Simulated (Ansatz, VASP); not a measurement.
# One calculation of Mo, two programs

```
Mo
1.0
     4.66859    0.00000    0.00000
    -2.33429    4.04311    0.00000
     0.00000    0.00000    2.56297
Mo
3
Direct
  0.00000 0.00000 0.00000
  0.33333 0.66667 0.50000
  0.66667 0.33333 0.50000
```

Alike in both runs: task single point; functional PBE; k mesh 10 × 10 × 16; occupations fermi-dirac, width 0.1 eV; no spin polarisation.

```csv
,VASP,Ansatz
version,VASP 6.6.1,Ansatz 0.2.0
potentials or method,"VASP PAW PBE potentials, release 64 (Mo_sv), cutoff 520 eV","plane waves (420 eV) with PAW, scalar-relativistic"
valence electrons in the cell,42,42
```

Ansatz gave:

- pressure (GPa): 0.1
- traceless stress, the component that is largest in VASP (GPa): -0.10

Task: What did VASP give for the same quantities?

Result: Pressure (GPa): 0.6; traceless stress, the component that is largest in VASP (GPa): 0.04.

The functional is the same, so the differences come from potentials, cutoffs and numerics.
